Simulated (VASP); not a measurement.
# NaH in VASP: notebook, part 2 of 2

VASP 6.6.1.

### Step 4. Single point, PBE (strain -0.050 along x and y, -0.050 along z)

Input file INCAR:

```
SYSTEM = NaH
PREC     = Accurate       ! precision mode
ENCUT    = 520            ! plane-wave cutoff, eV
EDIFF    = 1E-6           ! SCF threshold, eV
ISMEAR   = 0              ! smearing method
SIGMA    = 0.05           ! smearing width, eV
LREAL    = .FALSE.        ! projectors in reciprocal space
LASPH    = .TRUE.         ! aspherical terms in the spheres
NELM     = 80             ! most SCF steps
ALGO     = Normal         ! electronic algorithm
ISIF     = 2              ! what is computed and relaxed
LWAVE    = .FALSE.        ! write WAVECAR
LCHARG   = .FALSE.        ! write CHGCAR
GGA      = PE             ! functional
NBANDS   = 11             ! bands
```

Input file KPOINTS:

```
regular mesh
0
G
  8 8 8
  0 0 0
```

Input file POSCAR:

```
NaH
1.0
    0.0000000000      2.3180000000      2.3180000000
    2.3180000000      0.0000000000      2.3180000000
    2.3180000000      2.3180000000      0.0000000000
Na H
1 1
Direct
    0.0000000000      0.0000000000      0.0000000000
    0.5000000000      0.5000000000      0.5000000000
```

Potentials or basis: VASP PAW PBE potentials, release 64 (Na_pv, H).

On the command line:

```bash
$ cat potpaw_PBE.64/Na_pv/POTCAR potpaw_PBE.64/H/POTCAR > POTCAR
$ mpirun -np 1 vasp_std > vasp.out
```

OUTCAR:

```text
SYSTEM = NaH
   PREC = Accurate
   ENCUT = 520
   EDIFF = 1E-6
   ISMEAR = 0
   LREAL = .FALSE.
   LASPH = .TRUE.
   NELM = 80
   ISIF = 2
   GGA = PE

 ion  position               nearest neighbor table
   1  0.000  0.000  0.000-
   2  0.500  0.500  0.500-

  LATTYP: Found a face centered cubic cell.
 ALAT       =     4.6360000000

  Lattice vectors:

 A1 = (   0.0000000000,   2.3180000000,   2.3180000000)
 A2 = (   2.3180000000,   0.0000000000,   2.3180000000)
 A3 = (   2.3180000000,   2.3180000000,   0.0000000000)

Analysis of symmetry for initial positions (statically):
=====================================================================
 Subroutine PRICEL returns:
 Original cell was already a primitive cell.

 Routine SETGRP: Setting up the symmetry group for a
 face centered cubic supercell.

 Subroutine GETGRP returns: Found 48 space group operations
 (whereof 48 operations were pure point group operations)
 out of a pool of 48 trial point group operations.

The static configuration has the point symmetry O_h .

Analysis of symmetry for dynamics (positions and initial velocities):
=====================================================================
 Subroutine PRICEL returns:
 Original cell was already a primitive cell.

 Routine SETGRP: Setting up the symmetry group for a
 face centered cubic supercell.

 Subroutine GETGRP returns: Found 48 space group operations
 (whereof 48 operations were pure point group operations)
 out of a pool of 48 trial point group operations.

The dynamic configuration has the point symmetry O_h .

 Subroutine INISYM returns: Found 48 space group operations
 (whereof 48 operations are pure point group operations),
 and found     1 'primitive' translations

----------------------------------------------------------------------------------------

                                     Primitive cell

  volume of cell :      24.9098

  direct lattice vectors                    reciprocal lattice vectors
     0.000000000  2.318000000  2.318000000    -0.215703192  0.215703192  0.215703192
     2.318000000  0.000000000  2.318000000     0.215703192 -0.215703192  0.215703192
     2.318000000  2.318000000  0.000000000     0.215703192  0.215703192 -0.215703192

  length of vectors
     3.278147038  3.278147038  3.278147038     0.373608889  0.373608889  0.373608889

  position of ions in fractional coordinates (direct lattice)
     0.000000000  0.000000000  0.000000000
     0.500000000  0.500000000  0.500000000

  ion indices of the primitive-cell ions
   primitive index   ion index
                 1           1
                 2           2

----------------------------------------------------------------------------------------

 KPOINTS: regular mesh

Automatic generation of k-mesh.
 Grid dimensions read from file:
 generate k-points for:    8    8    8

 Generating k-lattice:

  Cartesian coordinates                     Fractional coordinates (reciprocal lattice)
    -0.026962899  0.026962899  0.026962899     0.125000000  0.000000000  0.000000000
     0.026962899 -0.026962899  0.026962899     0.000000000  0.125000000  0.000000000
     0.026962899  0.026962899 -0.026962899     0.000000000  0.000000000  0.125000000

  Length of vectors
     0.046701111  0.046701111  0.046701111

  Shift w.r.t. Gamma in fractional coordinates (k-lattice)
     0.000000000  0.000000000  0.000000000

 Subroutine IBZKPT returns following result:
 ===========================================

 Found     29 irreducible k-points:

 Following reciprocal coordinates:
            Coordinates               Weight
  0.000000  0.000000  0.000000      1.000000
  0.125000  0.000000  0.000000      8.000000
  0.250000  0.000000  0.000000      8.000000
  0.375000  0.000000  0.000000      8.000000
  0.500000  0.000000  0.000000      4.000000
  0.125000  0.125000  0.000000      6.000000
[... 16 lines left out ...]
  0.500000  0.250000  0.125000     48.000000
 -0.375000  0.250000  0.125000     24.000000
 [... further k-points ...]
   k-points           NKPTS =     29   k-points in BZ     NKDIM =     29   number of bands    NBANDS=     11
   number of dos      NEDOS =    301   number of ions     NIONS =      2
   total plane-waves  NPLWV =  13824
   dimension x,y,z NGX =    24 NGY =   24 NGZ =   24
   dimension x,y,z NGXF=    48 NGYF=   48 NGZF=   48
   ions per type =               1   1
   NGX,Y,Z   is equivalent  to a cutoff of  12.17, 12.17, 12.17 a.u.
   NGXF,Y,Z  is equivalent  to a cutoff of  24.34, 24.34, 24.34 a.u.
 SYSTEM =  NaH
   PREC   = accura    normal or accurate (medium, high low for compatibility)
   ISTART =      0    job   : 0-new  1-cont  2-samecut
   ICHARG =      2    charge: 1-file 2-atom 10-const
   ISPIN  =      1    spin polarized calculation?
   LNONCOLLINEAR =      F non collinear calculations
   LSORBIT =      F    spin-orbit coupling
   LASPH  =      T    aspherical Exc in radial PAW
   ENCUT  =  520.0 eV  38.22 Ry    6.18 a.u.   6.10  6.10  6.10*2*pi/ulx,y,z
   NELM   =     80;   NELMIN=  2; NELMDL= -5     # of ELM steps
   EDIFF  = 0.1E-05   stopping-criterion for ELM
   LREAL  =      F    real-space projection
   EDIFFG = 0.1E-04   stopping-criterion for IOM
   NSW    =      0    number of steps for IOM
   IBRION =     -1    ionic relax: 0-MD 1-quasi-New 2-CG
   NFREE  =      0    steps in history (QN), initial steepest desc. (CG)
   ISIF   =      2    stress and relaxation
   ISYM   =      2    0-nonsym 1-usesym 2-fastsym
   POTIM  = 0.5000    time-step for ionic-motion
   TEBEG  =    0.0;   TEEND  =   0.0 temperature during run
   PSTRESS=    0.0 pullay stress
   NELECT =       8.0000    total number of electrons
   NUPDOWN=      -1.0000    fix difference up-down
   EMIN   =  10.00;   EMAX   =-10.00  energy-range for DOS
   EFERMI =   0.00;   METHOD = LEGACY
   ISMEAR =     0;   SIGMA  =   0.05  broadening in eV -4-tet -1-fermi 0-gaus
   EFERMI_NEDOS =   21; number of points for ismear=-14 and -15
   IALGO  =     38    algorithm
   IMIX   =      4    mixing-type and parameters
     AMIX     =   0.40;   BMIX     =  1.00
     AMIX_MAG =   1.60;   BMIX_MAG =  1.00
  volume/ion in A,a.u.               =      12.45        84.05
  Fermi-wavevector in a.u.,A,eV,Ry     =   1.121110  2.118590 17.100982  1.256887
  Thomas-Fermi vector in A             =   2.257761
   LORBIT       =      0    0 simple, 1 ext, 2 COOP (PROOUT), +10 PAW based schemes
   GGA     = PE    functional components
   LHFCALC =     F    Hartree Fock is set to
   AEXX    =    0.0000 exact exchange contribution
   IVDW    =     0    specifies the selected vdW correction
   LEPSILON=     F    determine dielectric tensor
   LRPA    =     F    only Hartree local field effects (RPA)
 non-spin polarized calculation
 Gauss-broadening in eV      SIGMA  =   0.05
  energy-cutoff  :      520.00
  volume of cell :       24.91
 maximum number of plane-waves:       692
   NGX = 13   NGY = 13   NGZ = 13

 number of electron       7.9999997 magnetization

 Free energy of the ion-electron system (eV)
  ---------------------------------------------------
  ext. energy  EPLUGINS =         0.00000000
  ---------------------------------------------------
  free energy    TOTEN  =        -5.05277880 eV

  energy without entropy =       -5.05277880  energy(sigma->0) =       -5.05277880

 E-fermi :  -0.3459     XC(G=0):  -8.1983

 val. band max:       -0.6873103548   @ k =  -0.2500   0.5000   0.2500
 cond. band min:       3.2867230262   @ k =   0.5000   0.0000   0.0000
 fundamental gap:      3.9740333810
 Fermi energy:        -0.3459233420

 k-point     1 :       0.0000    0.0000    0.0000
  band No.  band energies     occupation
      1     -22.5832      2.00000
      2     -22.5832      2.00000
      3     -22.5832      2.00000
      4      -4.6659      2.00000
      5      10.8792      0.00000
      6      15.8665      0.00000
      7      15.8665      0.00000
      8      15.8665      0.00000
      9      17.0494      0.00000
     10      17.0494      0.00000
     11      17.0494      0.00000
[... 309 lines left out ...]
 k-point    24 :      -0.3750    0.2500    0.1250
  band No.  band energies     occupation
      1     -22.7036      2.00000
      2     -22.6348      2.00000
      3     -22.6111      2.00000
      4      -1.2040      2.00000
      5       4.1338      0.00000
      6       7.6311      0.00000
      7      11.1782      0.00000
      8      15.4856      0.00000
      9      16.6638      0.00000
     10      20.1548      0.00000
     11      22.4319      0.00000

 [... further k-points ...]
[... 5 lines left out ...]
  --------------------------------------------------------------------------------------
  -------------------------------------------------------------------------------------
  Total        0.5638280      0.5638280      0.5638280      0.0000000     -0.0000000      0.0000000
  in kB       36.2649350     36.2649350     36.2649350      0.0000000     -0.0000000      0.0000000
  external PRESSURE =      36.2649350 kB  Pullay stress =       0.0000000 kB

 VOLUME and BASIS-vectors are now :
 -----------------------------------------------------------------------------
  energy-cutoff  :      520.00
  volume of cell :       24.91
      direct lattice vectors                 reciprocal lattice vectors
     0.000000000  2.318000000  2.318000000    -0.215703192  0.215703192  0.215703192
     2.318000000  0.000000000  2.318000000     0.215703192 -0.215703192  0.215703192
     2.318000000  2.318000000  0.000000000     0.215703192  0.215703192 -0.215703192

 POSITION                                       TOTAL-FORCE (eV/Angst)
 -----------------------------------------------------------------------------------
      0.00000      0.00000      0.00000         0.000000      0.000000     -0.000000
      2.31800      2.31800      2.31800         0.000000      0.000000      0.000000
 -----------------------------------------------------------------------------------
    total drift:                                0.000000     -0.000000     -0.000000

  FREE ENERGIE OF THE ION-ELECTRON SYSTEM (eV)
  ---------------------------------------------------
  free  energy   TOTEN  =        -5.0527787997 eV

  energy  without entropy=       -5.0527787997  energy(sigma->0) =       -5.05277880
```

It took 2.7 s on 1 thread of Intel Xeon 6975P-C, shared host; peak memory 0.13 GiB.

What came out:

```yaml
Free_energy: -5.0528 eV
Pressure: 3.6 GPa
Band_gap_on_the_k_mesh: 3.97 eV, indirect (least direct gap 4.89 eV)
```

Levels at points of the mesh, in eV from the valence-band top:
```tsv
k point	band 2	band 3	band 4	band 5	band 6	band 7
(0.00, 0.00, 0.00)	-21.90	-21.90	-3.98	11.57	16.55	16.55
(0.50, 0.00, 0.00)	-21.91	-21.91	-0.91	3.97	11.67	14.18
(0.50, 0.50, 0.00)	-21.94	-21.94	-0.21	4.90	10.50	11.48
```

Caveat: the cell differs from its parent crystal (strain -0.050 along x and y, -0.050 along z). A k mesh can miss the band edges.

### Step 5. Single point, PBE (strain -0.025 along x and y, -0.025 along z)

Input file INCAR:

```
SYSTEM = NaH
PREC = Accurate
ENCUT = 520
EDIFF = 1E-6
ISMEAR = 0
SIGMA = 0.05
LREAL = .FALSE.
LASPH = .TRUE.
NELM = 100
ALGO = Normal
ISIF = 2
LWAVE = .FALSE.
LCHARG = .FALSE.
GGA = PE
NBANDS = 11
```

KPOINTS is that of step 4.

Input file POSCAR:

```
NaH
1.0
    0.0000000000      2.3790000000      2.3790000000
    2.3790000000      0.0000000000      2.3790000000
    2.3790000000      2.3790000000      0.0000000000
Na H
1 1
Direct
    0.0000000000      0.0000000000      0.0000000000
    0.5000000000      0.5000000000      0.5000000000
```

On the command line:

```bash
$ cat potpaw_PBE.64/Na_pv/POTCAR potpaw_PBE.64/H/POTCAR > POTCAR
$ mpirun -np 1 vasp_std > vasp.out
```

Run time: 4.2 s. Hardware: 1 thread of Intel Xeon 6975P-C, shared host; peak memory 0.15 GiB.

The run converged. Its results:

* Free energy: -5.0828 eV
* Pressure: 1.1 GPa
* Band gap on the k mesh: 3.84 eV, indirect (least direct gap 4.72 eV)

Levels at points of the mesh, in eV from the valence-band top:
| k point | band 1 | band 2 | band 3 | band 4 | band 5 | band 6 | band 7 | band 8 | band 9 |
| --- | --- | --- | --- | --- | --- | --- | --- | --- | --- |
| (0.00, 0.00, 0.00) | -22.02 | -22.02 | -22.02 | -3.75 | 10.84 | 15.95 | 15.95 | 15.95 | 16.93 |
| (0.50, 0.00, 0.00) | -22.13 | -22.03 | -22.03 | -0.88 | 3.84 | 11.11 | 13.68 | 13.68 | 16.88 |
| (0.50, 0.50, 0.00) | -22.12 | -22.06 | -22.06 | -0.19 | 4.73 | 10.21 | 10.97 | 10.97 | 12.26 |

Caveat: the cell differs from its parent crystal (strain -0.025 along x and y, -0.025 along z). A k mesh can miss the band edges.

### Step 6. The runs side by side

| cell | gap on the mesh (eV) | pressure (GPa) |
| --- | --- | --- |
| a = 3.580, b = 3.580, c = 3.537 Å, angles 60.4, 60.4, 59.2°, 2 atoms | 3.53 | -2.4 |
| a = 3.580, b = 3.580, c = 3.623 Å, angles 59.6, 59.6, 60.8°, 2 atoms | 3.51 | -2.7 |
| a = 3.278 Å, angles 60.0°, 2 atoms | 3.97 | 3.6 |
| a = 3.364 Å, angles 60.0°, 2 atoms | 3.84 | 1.1 |

Alike in all rows: task single point; level PBE; potentials or basis VASP PAW PBE potentials, release 64 (Na_pv, H); no spin polarisation; k mesh 8 × 8 × 8; cutoff (eV) 520; smearing gaussian 0.05 eV.

Total energies depend on the potentials used, so only differences within one code and one set of settings carry meaning.
